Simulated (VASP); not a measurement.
# S (P6_3/mmc) in VASP: a series of runs

The runs below take S through single point, relaxation of cell and atoms, with PBEsol.

All numbers are computed with VASP 6.6.1; they aren't measurements. Logs are shortened: lines on timing, memory, paths and dates and some standing lists are left out, and cuts for length are marked.

## Step 1: The cell of the first run

Symmetry: P6_3/mmc, No. 194, hexagonal system. Conventional cell: a = 3.942 Å, b = 3.942 Å, c = 6.567 Å, α = 90.00°, β = 90.00°, γ = 120.00°. Within 3.0 Å of S (site symmetry -6m2) lie 3 S at 2.28 Å. S (site symmetry -6m2) has 3 S at 2.28 Å within 3.0 Å.

## Step 2: Single point, PBEsol

The input, INCAR:

```
PREC = Accurate
ENCUT = 520
EDIFF = 1E-6
ISMEAR = 0
SIGMA = 0.1
LREAL = F
LASPH = T
NELM = 100
ALGO = Normal
ISIF = 2
LWAVE = F
LCHARG = T
GGA = PS
LELF = T
LVHAR = T
NBANDS = 20
```

The input, KPOINTS:

```
Automatic mesh
0
Gamma
  15 15 8
```

The input, POSCAR:

```
S
1.0
    3.9419526680      0.0000000000      0.0000000000
   -1.9709763340      3.4138311510      0.0000000000
    0.0000000000      0.0000000000      6.5674752229
S
4
Direct
    0.0000000000      0.0000000000      0.2500000000
    0.0000000000      0.0000000000      0.7500000000
    0.3333333333      0.6666666667      0.7500000000
    0.6666666667      0.3333333333      0.2500000000
```

Potentials or basis: VASP PAW PBE potentials, release 64 (S).

The run is started by

```console
$ cat potpaw_PBE.64/S/POTCAR > POTCAR
$ mpirun -np 1 vasp_std > vasp.out
```

OUTCAR:

```text
PREC = Accurate
   ENCUT = 520
   EDIFF = 1E-6
   ISMEAR = 0
   LREAL = F
   LASPH = T
   NELM = 100
   ISIF = 2
   GGA = PS

 ion  position               nearest neighbor table
   1  0.000  0.000  0.250-   4 2.28   4 2.28   4 2.28
   2  0.000  0.000  0.750-   3 2.28   3 2.28   3 2.28
   3  0.333  0.667  0.750-   2 2.28   2 2.28   2 2.28
   4  0.667  0.333  0.250-   1 2.28   1 2.28   1 2.28

  LATTYP: Found a hexagonal cell.
 ALAT       =     3.9419526680
 C/A-ratio  =     1.6660461898

  Lattice vectors:

 A1 = (   3.9419526680,   0.0000000000,   0.0000000000)
 A2 = (  -1.9709763340,   3.4138311510,   0.0000000000)
 A3 = (   0.0000000000,   0.0000000000,   6.5674752229)

Analysis of symmetry for initial positions (statically):
=====================================================================
 Subroutine PRICEL returns:
 Original cell was already a primitive cell.

 Routine SETGRP: Setting up the symmetry group for a
 hexagonal supercell.

 Subroutine GETGRP returns: Found 24 space group operations
 (whereof 12 operations were pure point group operations)
 out of a pool of 24 trial point group operations.

The static configuration has the point symmetry D_3d.
 The point group associated with its full space group is D_6h.

Analysis of symmetry for dynamics (positions and initial velocities):
=====================================================================
 Subroutine PRICEL returns:
 Original cell was already a primitive cell.

 Routine SETGRP: Setting up the symmetry group for a
 hexagonal supercell.

 Subroutine GETGRP returns: Found 24 space group operations
 (whereof 12 operations were pure point group operations)
 out of a pool of 24 trial point group operations.

The dynamic configuration has the point symmetry D_3d.
 The point group associated with its full space group is D_6h.

 Subroutine INISYM returns: Found 24 space group operations
 (whereof 12 operations are pure point group operations),
 and found     1 'primitive' translations

----------------------------------------------------------------------------------------

                                     Primitive cell

  volume of cell :      88.3796

  direct lattice vectors                    reciprocal lattice vectors
     3.941952668  0.000000000  0.000000000     0.253681382  0.146463014  0.000000000
    -1.970976334  3.413831151  0.000000000     0.000000000  0.292926028  0.000000000
     0.000000000  0.000000000  6.567475223     0.000000000  0.000000000  0.152265515

  length of vectors
     3.941952668  3.941952668  6.567475223     0.292926028  0.292926028  0.152265515

  position of ions in fractional coordinates (direct lattice)
     0.000000000  0.000000000  0.250000000
     0.000000000  0.000000000  0.750000000
     0.333333333  0.666666667  0.750000000
     0.666666667  0.333333333  0.250000000

  ion indices of the primitive-cell ions
   primitive index   ion index
                 1           1
                 2           2
                 3           3
                 4           4

----------------------------------------------------------------------------------------

 KPOINTS: Automatic mesh

Automatic generation of k-mesh.
 Grid dimensions read from file:
 generate k-points for:   15   15    8

 Generating k-lattice:

  Cartesian coordinates                     Fractional coordinates (reciprocal lattice)
     0.016912092  0.009764201  0.000000000     0.066666667  0.000000000  0.000000000
     0.000000000  0.019528402  0.000000000     0.000000000  0.066666667  0.000000000
     0.000000000  0.000000000  0.019033189     0.000000000  0.000000000  0.125000000

  Length of vectors
     0.019528402  0.019528402  0.019033189

  Shift w.r.t. Gamma in fractional coordinates (k-lattice)
     0.000000000  0.000000000  0.000000000

 Subroutine IBZKPT returns following result:
 ===========================================

 Found    135 irreducible k-points:

 Following reciprocal coordinates:
            Coordinates               Weight
  0.000000  0.000000  0.000000      1.000000
  0.066667  0.000000  0.000000      6.000000
  0.133333  0.000000  0.000000      6.000000
  0.200000  0.000000  0.000000      6.000000
  0.266667  0.000000  0.000000      6.000000
  0.333333  0.000000  0.000000      6.000000
[... 16 lines left out ...]
  0.333333  0.200000  0.000000     12.000000
  0.400000  0.200000  0.000000      6.000000
 [... further k-points ...]
   k-points           NKPTS =    135   k-points in BZ     NKDIM =    135   number of bands    NBANDS=     20
   number of dos      NEDOS =    301   number of ions     NIONS =      4
   total plane-waves  NPLWV =  45000
   dimension x,y,z NGX =    30 NGY =   30 NGZ =   50
   dimension x,y,z NGXF=    60 NGYF=   60 NGZF=  100
   ions per type =               4
   NGX,Y,Z   is equivalent  to a cutoff of  12.65, 12.65, 12.66 a.u.
   NGXF,Y,Z  is equivalent  to a cutoff of  25.30, 25.30, 25.31 a.u.
 SYSTEM =  unknown system
   PREC   = accura    normal or accurate (medium, high low for compatibility)
   ISTART =      0    job   : 0-new  1-cont  2-samecut
   ICHARG =      2    charge: 1-file 2-atom 10-const
   ISPIN  =      1    spin polarized calculation?
   LNONCOLLINEAR =      F non collinear calculations
   LSORBIT =      F    spin-orbit coupling
   LASPH  =      T    aspherical Exc in radial PAW
   ENCUT  =  520.0 eV  38.22 Ry    6.18 a.u.   7.33  7.33 12.21*2*pi/ulx,y,z
   NELM   =    100;   NELMIN=  2; NELMDL= -5     # of ELM steps
   EDIFF  = 0.1E-05   stopping-criterion for ELM
   LREAL  =      F    real-space projection
   EDIFFG = 0.1E-04   stopping-criterion for IOM
   NSW    =      0    number of steps for IOM
   IBRION =     -1    ionic relax: 0-MD 1-quasi-New 2-CG
   NFREE  =      0    steps in history (QN), initial steepest desc. (CG)
   ISIF   =      2    stress and relaxation
   ISYM   =      2    0-nonsym 1-usesym 2-fastsym
   POTIM  = 0.5000    time-step for ionic-motion
   TEBEG  =    0.0;   TEEND  =   0.0 temperature during run
   PSTRESS=    0.0 pullay stress
   NELECT =      24.0000    total number of electrons
   NUPDOWN=      -1.0000    fix difference up-down
   EMIN   =  10.00;   EMAX   =-10.00  energy-range for DOS
   EFERMI =   0.00;   METHOD = LEGACY
   ISMEAR =     0;   SIGMA  =   0.10  broadening in eV -4-tet -1-fermi 0-gaus
   EFERMI_NEDOS =   21; number of points for ismear=-14 and -15
   IALGO  =     38    algorithm
   IMIX   =      4    mixing-type and parameters
     AMIX     =   0.40;   BMIX     =  1.00
     AMIX_MAG =   1.60;   BMIX_MAG =  1.00
  volume/ion in A,a.u.               =      22.09       149.10
  Fermi-wavevector in a.u.,A,eV,Ry     =   1.060135  2.003365 15.291408  1.123887
  Thomas-Fermi vector in A             =   2.195506
   LORBIT       =      0    0 simple, 1 ext, 2 COOP (PROOUT), +10 PAW based schemes
   GGA     = PS    functional components
   LHFCALC =     F    Hartree Fock is set to
   AEXX    =    0.0000 exact exchange contribution
   IVDW    =     0    specifies the selected vdW correction
   LEPSILON=     F    determine dielectric tensor
   LRPA    =     F    only Hartree local field effects (RPA)
 non-spin polarized calculation
 Gauss-broadening in eV      SIGMA  =   0.10
  energy-cutoff  :      520.00
  volume of cell :       88.38
 maximum number of plane-waves:      2412
 NGX is ok and might be reduce to    30
   NGX = 15   NGY = 15   NGZ = 25

 number of electron      24.0000003 magnetization

 Free energy of the ion-electron system (eV)
  ---------------------------------------------------
  ext. energy  EPLUGINS =         0.00000000
  ---------------------------------------------------
  free energy    TOTEN  =       -14.56924438 eV

  energy without entropy =      -14.55684747  energy(sigma->0) =      -14.56304593

 E-fermi :   4.0899     XC(G=0):  -9.3029

 val. band max:        4.0852103822   @ k =   0.2000   0.0667   0.0000
 cond. band min:       4.0922204943   @ k =   0.2000   0.1333   0.0000
 fundamental gap:      0.0070101121
 Fermi energy:         4.0898713744

 k-point     1 :       0.0000    0.0000    0.0000
  band No.  band energies     occupation
      1     -12.5728      2.00000
      2     -12.0839      2.00000
      3      -4.4340      2.00000
      4      -4.1485      2.00000
      5      -1.9941      2.00000
      6      -1.7368      2.00000
[... 12 lines left out ...]
     19      12.1512      0.00000
     20      12.1512      0.00000

 k-point     2 :       0.0667    0.0000    0.0000
  band No.  band energies     occupation
      1     -12.5302      2.00000
      2     -12.0431      2.00000
      3      -4.7551      2.00000
      4      -4.4784      2.00000
      5      -1.9504      2.00000
      6      -1.8021      2.00000
[... 12 lines left out ...]
     19      11.9189      0.00000
     20      12.0495      0.00000

 k-point     3 :       0.1333    0.0000    0.0000
  band No.  band energies     occupation
      1     -12.4034      2.00000
      2     -11.9217      2.00000
      3      -5.4575      2.00000
      4      -5.1874      2.00000
      5      -1.9663      2.00000
      6      -1.8201      2.00000
[... 12 lines left out ...]
     19      11.9189      0.00000
     20      12.0921      0.00000

 k-point     4 :       0.2000    0.0000    0.0000
  band No.  band energies     occupation
      1     -12.1952      2.00000
      2     -11.7233      2.00000
      3      -6.2666      2.00000
      4      -5.9928      2.00000
      5      -2.1742      2.00000
      6      -1.8713      2.00000
[... 12 lines left out ...]
     19      11.8607      0.00000
     20      12.7373      0.00000

 k-point     5 :       0.2667    0.0000    0.0000
  band No.  band energies     occupation
      1     -11.9118      2.00000
      2     -11.4558      2.00000
      3      -7.0723      2.00000
      4      -6.7916      2.00000
      5      -2.3807      2.00000
      6      -2.0437      2.00000
[... 12 lines left out ...]
     19      11.8510      0.00000
     20      13.1150      0.00000
[... 353 lines left out ...]
      6      -2.6969      2.00000
[... 12 lines left out ...]
     19      11.2543      0.00000
     20      12.0361      0.00000

 k-point    22 :       0.2667    0.2000    0.0000
  band No.  band energies     occupation
      1     -11.1096      2.00000
      2     -10.7094      2.00000
      3      -8.5348      2.00000
      4      -8.2732      2.00000
      5      -3.0990      2.00000
      6      -2.9368      2.00000
[... 12 lines left out ...]
     19      10.8848      0.00000
     20      10.9974      0.00000

 k-point    23 :       0.3333    0.2000    0.0000
  band No.  band energies     occupation
      1     -10.7271      2.00000
      2     -10.3857      2.00000
      3      -9.0217      2.00000
      4      -8.7916      2.00000
      5      -3.2527      2.00000
      6      -3.0858      2.00000
[... 12 lines left out ...]
     19       9.9422      0.00000
     20      10.8220      0.00000

 k-point    24 :       0.4000    0.2000    0.0000
  band No.  band energies     occupation
      1     -10.5060      2.00000
      2     -10.2471      2.00000
      3      -9.2063      2.00000
      4      -9.0683      2.00000
      5      -3.3059      2.00000
      6      -3.1361      2.00000
[... 12 lines left out ...]
     19       9.8910      0.00000
     20      10.7604      0.00000

 [... further k-points ...]
[... 5 lines left out ...]
  --------------------------------------------------------------------------------------
  -------------------------------------------------------------------------------------
  Total        0.0392246      0.0392246     -0.0098628      0.0000000      0.0000000      0.0000000
  in kB        0.7110780      0.7110780     -0.1787963      0.0000000      0.0000000      0.0000000
  external PRESSURE =       0.4144532 kB  Pullay stress =       0.0000000 kB

 VOLUME and BASIS-vectors are now :
 -----------------------------------------------------------------------------
  energy-cutoff  :      520.00
  volume of cell :       88.38
      direct lattice vectors                 reciprocal lattice vectors
     3.941952668  0.000000000  0.000000000     0.253681382  0.146463014  0.000000000
    -1.970976334  3.413831151  0.000000000     0.000000000  0.292926028  0.000000000
     0.000000000  0.000000000  6.567475223     0.000000000  0.000000000  0.152265515

 POSITION                                       TOTAL-FORCE (eV/Angst)
 -----------------------------------------------------------------------------------
      0.00000      0.00000      1.64187        -0.000000      0.000000     -0.000000
      0.00000      0.00000      4.92561        -0.000000     -0.000000      0.000000
     -0.00000      2.27589      4.92561        -0.000000     -0.000000     -0.000000
      1.97098      1.13794      1.64187         0.000000      0.000000     -0.000000
 -----------------------------------------------------------------------------------
    total drift:                                0.000000     -0.000000     -0.000000

  FREE ENERGIE OF THE ION-ELECTRON SYSTEM (eV)
  ---------------------------------------------------
  free  energy   TOTEN  =       -14.5692443827 eV

  energy  without entropy=      -14.5568474739  energy(sigma->0) =      -14.56304593
```

It took 74 s on 1 thread of Intel Xeon 6975P-C (Granite Rapids), shared host; peak memory 0.3 GiB.

Results:

```
Free energy            : -14.5692 eV
Pressure               : 0.0 GPa
Band gap on the k mesh : zero (band 12 reaches 4.46 eV, above the bottom of band 13 at 3.86 eV)
```

Caveat: the PAW data sets were made with another functional, which shifts forces and pressure a little; this functional lacks dispersion, which binds the layers, so the pressure and a relaxed spacing across them are unreliable.

(Continued in part 2 of 3.)
